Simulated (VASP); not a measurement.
# HfB (Fm-3m) in VASP: relaxation of the atoms with PBE

Aim: the relaxation of the atoms of HfB with PBE.

Program: VASP 6.6.1. These are calculated values, not measurements. Logs are shortened: lines on timing, memory, paths and dates and some standing lists are left out, and cuts for length are marked.

### Step 1. The cell of the first run

It takes space group Fm-3m (No. 225, cubic). Conventional cell: a = 4.620 Å, b = 4.620 Å, c = 4.620 Å, α = 90.00°, β = 90.00°, γ = 90.00°. Hf (site symmetry m-3m) has 6 B at 2.31 Å within 3.1 Å. B (site symmetry m-3m) has 6 Hf at 2.31 Å within 3.1 Å.

### Step 2. Relaxation of the atoms, PBE

INCAR

```
  ALGO = Normal
  EDIFF = 1E-7
  EDIFFG = -0.01
  ENCUT = 520
  GGA = PE
  IBRION = 2
  ISIF = 2
  ISMEAR = -1
  LASPH = True
  LCHARG = False
  LREAL = False
  LWAVE = False
  NELM = 60
  NSW = 50
  PREC = Accurate
  SIGMA = 0.05
```

KPOINTS

```
k-points
0
Gamma
  13 13 13
```

POSCAR

```
HfB
1.0
    0.0000000000      2.3100000000      2.3100000000
    2.3100000000      0.0000000000      2.3100000000
    2.3100000000      2.3100000000      0.0000000000
Hf B
1 1
Direct
    0.5000000000      0.5000000000      0.5000000000
    0.0000000000      0.0000000000      0.0000000000
```

Potentials or basis: VASP PAW PBE potentials, release 64 (Hf_pv, B).

Launch:

```sh
$ cat potpaw_PBE.64/Hf_pv/POTCAR potpaw_PBE.64/B/POTCAR > POTCAR
$ mpirun -np 1 vasp_std > vasp.out
```

OUTCAR:

```text
EDIFF = 1E-7
   EDIFFG = -0.01
   ENCUT = 520
   GGA = PE
   IBRION = 2
   ISIF = 2
   ISMEAR = -1
   LASPH = True
   LREAL = False
   NELM = 60
   NSW = 50
   PREC = Accurate

 ion  position               nearest neighbor table
   1  0.500  0.500  0.500-   2 2.31   2 2.31   2 2.31   2 2.31   2 2.31   2 2.31
   2  0.000  0.000  0.000-   1 2.31   1 2.31   1 2.31   1 2.31   1 2.31   1 2.31

  LATTYP: Found a face centered cubic cell.
 ALAT       =     4.6200000000

  Lattice vectors:

 A1 = (   0.0000000000,   2.3100000000,   2.3100000000)
 A2 = (   2.3100000000,   0.0000000000,   2.3100000000)
 A3 = (   2.3100000000,   2.3100000000,   0.0000000000)

Analysis of symmetry for initial positions (statically):
=====================================================================
 Subroutine PRICEL returns:
 Original cell was already a primitive cell.

 Routine SETGRP: Setting up the symmetry group for a
 face centered cubic supercell.

 Subroutine GETGRP returns: Found 48 space group operations
 (whereof 48 operations were pure point group operations)
 out of a pool of 48 trial point group operations.

The static configuration has the point symmetry O_h .

Analysis of symmetry for dynamics (positions and initial velocities):
=====================================================================
 Subroutine PRICEL returns:
 Original cell was already a primitive cell.

 Routine SETGRP: Setting up the symmetry group for a
 face centered cubic supercell.

 Subroutine GETGRP returns: Found 48 space group operations
 (whereof 48 operations were pure point group operations)
 out of a pool of 48 trial point group operations.

The dynamic configuration has the point symmetry O_h .

 Subroutine INISYM returns: Found 48 space group operations
 (whereof 48 operations are pure point group operations),
 and found     1 'primitive' translations

----------------------------------------------------------------------------------------

                                     Primitive cell

  volume of cell :      24.6528

  direct lattice vectors                    reciprocal lattice vectors
     0.000000000  2.310000000  2.310000000    -0.216450216  0.216450216  0.216450216
     2.310000000  0.000000000  2.310000000     0.216450216 -0.216450216  0.216450216
     2.310000000  2.310000000  0.000000000     0.216450216  0.216450216 -0.216450216

  length of vectors
     3.266833329  3.266833329  3.266833329     0.374902772  0.374902772  0.374902772

  position of ions in fractional coordinates (direct lattice)
     0.500000000  0.500000000  0.500000000
     0.000000000  0.000000000  0.000000000

  ion indices of the primitive-cell ions
   primitive index   ion index
                 1           1
                 2           2

----------------------------------------------------------------------------------------

 KPOINTS: k-points

Automatic generation of k-mesh.
 Grid dimensions read from file:
 generate k-points for:   13   13   13

 Generating k-lattice:

  Cartesian coordinates                     Fractional coordinates (reciprocal lattice)
    -0.016650017  0.016650017  0.016650017     0.076923077  0.000000000  0.000000000
     0.016650017 -0.016650017  0.016650017     0.000000000  0.076923077  0.000000000
     0.016650017  0.016650017 -0.016650017     0.000000000  0.000000000  0.076923077

  Length of vectors
     0.028838675  0.028838675  0.028838675

  Shift w.r.t. Gamma in fractional coordinates (k-lattice)
     0.000000000  0.000000000  0.000000000

 Subroutine IBZKPT returns following result:
 ===========================================

 Found     84 irreducible k-points:

 Following reciprocal coordinates:
            Coordinates               Weight
  0.000000  0.000000  0.000000      1.000000
  0.076923  0.000000  0.000000      8.000000
  0.153846  0.000000  0.000000      8.000000
  0.230769  0.000000  0.000000      8.000000
  0.307692  0.000000  0.000000      8.000000
  0.384615  0.000000  0.000000      8.000000
[... 16 lines left out ...]
  0.384615  0.153846  0.000000     24.000000
  0.461538  0.153846  0.000000     24.000000
 [... further k-points ...]
   k-points           NKPTS =     84   k-points in BZ     NKDIM =     84   number of bands    NBANDS=     10
   number of dos      NEDOS =    301   number of ions     NIONS =      2
   total plane-waves  NPLWV =  13824
   dimension x,y,z NGX =    24 NGY =   24 NGZ =   24
   dimension x,y,z NGXF=    48 NGYF=   48 NGZF=   48
   ions per type =               1   1
   NGX,Y,Z   is equivalent  to a cutoff of  12.21, 12.21, 12.21 a.u.
   NGXF,Y,Z  is equivalent  to a cutoff of  24.43, 24.43, 24.43 a.u.
 SYSTEM =  unknown system
   PREC   = accura    normal or accurate (medium, high low for compatibility)
   ISTART =      0    job   : 0-new  1-cont  2-samecut
   ICHARG =      2    charge: 1-file 2-atom 10-const
   ISPIN  =      1    spin polarized calculation?
   LNONCOLLINEAR =      F non collinear calculations
   LSORBIT =      F    spin-orbit coupling
   LASPH  =      T    aspherical Exc in radial PAW
   ENCUT  =  520.0 eV  38.22 Ry    6.18 a.u.   6.07  6.07  6.07*2*pi/ulx,y,z
   NELM   =     60;   NELMIN=  2; NELMDL= -5     # of ELM steps
   EDIFF  = 0.1E-06   stopping-criterion for ELM
   LREAL  =      F    real-space projection
   EDIFFG = -.1E-01   stopping-criterion for IOM
   NSW    =     50    number of steps for IOM
   IBRION =      2    ionic relax: 0-MD 1-quasi-New 2-CG
   NFREE  =      1    steps in history (QN), initial steepest desc. (CG)
   ISIF   =      2    stress and relaxation
   ISYM   =      2    0-nonsym 1-usesym 2-fastsym
   POTIM  = 0.5000    time-step for ionic-motion
   TEBEG  =    0.0;   TEEND  =   0.0 temperature during run
   PSTRESS=    0.0 pullay stress
   NELECT =      13.0000    total number of electrons
   NUPDOWN=      -1.0000    fix difference up-down
   EMIN   =  10.00;   EMAX   =-10.00  energy-range for DOS
   EFERMI =   0.00;   METHOD = LEGACY
   ISMEAR =    -1;   SIGMA  =   0.05  broadening in eV -4-tet -1-fermi 0-gaus
   EFERMI_NEDOS =   21; number of points for ismear=-14 and -15
   IALGO  =     38    algorithm
   IMIX   =      4    mixing-type and parameters
     AMIX     =   0.40;   BMIX     =  1.00
     AMIX_MAG =   1.60;   BMIX_MAG =  1.00
  volume/ion in A,a.u.               =      12.33        83.18
  Fermi-wavevector in a.u.,A,eV,Ry     =   1.322617  2.499383 23.800871  1.749315
  Thomas-Fermi vector in A             =   2.452285
   LORBIT       =      0    0 simple, 1 ext, 2 COOP (PROOUT), +10 PAW based schemes
   GGA     = PE    functional components
   LHFCALC =     F    Hartree Fock is set to
   AEXX    =    0.0000 exact exchange contribution
   IVDW    =     0    specifies the selected vdW correction
   LEPSILON=     F    determine dielectric tensor
   LRPA    =     F    only Hartree local field effects (RPA)
 conjugate gradient relaxation of ions
 non-spin polarized calculation
  energy-cutoff  :      520.00
  volume of cell :       24.65
 maximum number of plane-waves:       676
   NGX = 13   NGY = 13   NGZ = 13

 number of electron      13.0000002 magnetization

 Free energy of the ion-electron system (eV)
  ---------------------------------------------------
  ext. energy  EPLUGINS =         0.00000000
  ---------------------------------------------------
  free energy    TOTEN  =       -17.15586522 eV

  energy without entropy =      -17.14747176  energy(sigma->0) =      -17.15166849

 E-fermi :   5.1068     XC(G=0): -12.3033

 val. band max:        5.0496856653   @ k =   0.3077   0.2308   0.0769
 cond. band min:       5.1149015877   @ k =  -0.4615   0.3077   0.0769
 fundamental gap:      0.0652159223
 Fermi energy:         5.1068445941

 k-point     1 :       0.0000    0.0000    0.0000
  band No.  band energies     occupation
      1     -23.1707      2.00000
      2     -23.1707      2.00000
      3     -23.1707      2.00000
      4      -4.4485      2.00000
      5       7.3278      0.00000
      6       7.3278      0.00000
      7       7.3278      0.00000
      8       9.0811      0.00000
      9       9.0811      0.00000
     10       9.0811      0.00000

 k-point     2 :       0.0769    0.0000    0.0000
  band No.  band energies     occupation
      1     -23.2156      2.00000
      2     -23.1753      2.00000
      3     -23.1753      2.00000
      4      -4.2766      2.00000
      5       6.7306      0.00000
      6       7.1728      0.00000
      7       7.1728      0.00000
      8       8.1203      0.00000
      9       8.1203      0.00000
     10       9.4024      0.00000

 k-point     3 :       0.1538    0.0000    0.0000
  band No.  band energies     occupation
      1     -23.3378      2.00000
      2     -23.1877      2.00000
      3     -23.1877      2.00000
      4      -3.7820      2.00000
      5       5.6069      0.00009
      6       6.2595      0.00000
      7       6.2595      0.00000
      8       8.2676      0.00000
      9       8.2676      0.00000
     10       9.8260      0.00000

 k-point     4 :       0.2308    0.0000    0.0000
  band No.  band energies     occupation
      1     -23.5052      2.00000
      2     -23.2052      2.00000
      3     -23.2052      2.00000
      4      -3.0240      2.00000
      5       4.4176      2.00000
      6       5.3020      0.03957
      7       5.3020      0.03957
      8       8.9485      0.00000
      9       8.9485      0.00000
     10      10.1858      0.00000
[... 222 lines left out ...]
 k-point    22 :       0.3077    0.1538    0.0000
  band No.  band energies     occupation
      1     -23.5770      2.00000
      2     -23.2761      2.00000
      3     -23.2679      2.00000
      4      -2.3071      2.00000
      5       3.3406      2.00000
      6       4.7453      1.99855
      7       5.7052      0.00001
      8       7.7462      0.00000
      9      10.5318      0.00000
     10      11.7845      0.00000

 k-point    23 :       0.3846    0.1538    0.0000
  band No.  band energies     occupation
      1     -23.7118      2.00000
      2     -23.2987      2.00000
      3     -23.2900      2.00000
      4      -1.4388      2.00000
      5       2.5546      2.00000
      6       4.2123      2.00000
      7       5.0256      1.67067
      8       8.5107      0.00000
      9      11.3645      0.00000
     10      12.2225      0.00000

 k-point    24 :       0.4615    0.1538    0.0000
  band No.  band energies     occupation
      1     -23.8080      2.00000
      2     -23.3319      2.00000
      3     -23.2921      2.00000
      4      -0.5283      2.00000
      5       1.7495      2.00000
      6       3.9492      2.00000
      7       4.4915      1.99999
      8       9.4104      0.00000
      9      11.8960      0.00000
     10      12.5892      0.00000

 [... further k-points ...]
[... 5 lines left out ...]
  --------------------------------------------------------------------------------------
  -------------------------------------------------------------------------------------
  Total        4.7105951      4.7105951      4.7105951      0.0000000      0.0000000     -0.0000000
  in kB      306.1402411    306.1402411    306.1402411      0.0000000      0.0000000     -0.0000000
  external PRESSURE =     306.1402411 kB  Pullay stress =       0.0000000 kB

 VOLUME and BASIS-vectors are now :
 -----------------------------------------------------------------------------
  energy-cutoff  :      520.00
  volume of cell :       24.65
      direct lattice vectors                 reciprocal lattice vectors
     0.000000000  2.310000000  2.310000000    -0.216450216  0.216450216  0.216450216
     2.310000000  0.000000000  2.310000000     0.216450216 -0.216450216  0.216450216
     2.310000000  2.310000000  0.000000000     0.216450216  0.216450216 -0.216450216

 POSITION                                       TOTAL-FORCE (eV/Angst)
 -----------------------------------------------------------------------------------
      2.31000      2.31000      2.31000         0.000000      0.000000      0.000000
      0.00000      0.00000      0.00000        -0.000000     -0.000000     -0.000000
 -----------------------------------------------------------------------------------
    total drift:                                0.000000     -0.000000      0.000000

  FREE ENERGIE OF THE ION-ELECTRON SYSTEM (eV)
  ---------------------------------------------------
  free  energy   TOTEN  =       -17.1558652202 eV

  energy  without entropy=      -17.1474717628  energy(sigma->0) =      -17.15166849

 reached required accuracy - stopping structural energy minimisation
```

It took 23 s on 1 thread of Intel Xeon 8259CL, shared host; peak memory 0.16 GiB.

Results:

```
Free energy             : -17.1559 eV
Pressure after relaxing : 30.6 GPa
Band gap on the k mesh  : zero (an odd number of electrons rules out a gap without spin polarisation)
```

Final structure:
```cif
data_structure
_symmetry_space_group_name_H-M 'P 1'
_symmetry_Int_Tables_number 1
_cell_length_a 3.2668
_cell_length_b 3.2668
_cell_length_c 3.2668
_cell_angle_alpha 60.000
_cell_angle_beta 60.000
_cell_angle_gamma 60.000
_cell_volume 24.65
loop_
_atom_site_label
_atom_site_type_symbol
_atom_site_fract_x
_atom_site_fract_y
_atom_site_fract_z
_atom_site_occupancy
Hf1 Hf 0.50000 0.50000 0.50000 1
B1 B 0.00000 0.00000 0.00000 1
```

Caveat: the relaxation stopped at its first step, so nothing moved; spin-orbit coupling is left out, which moves the levels of the heavy elements.
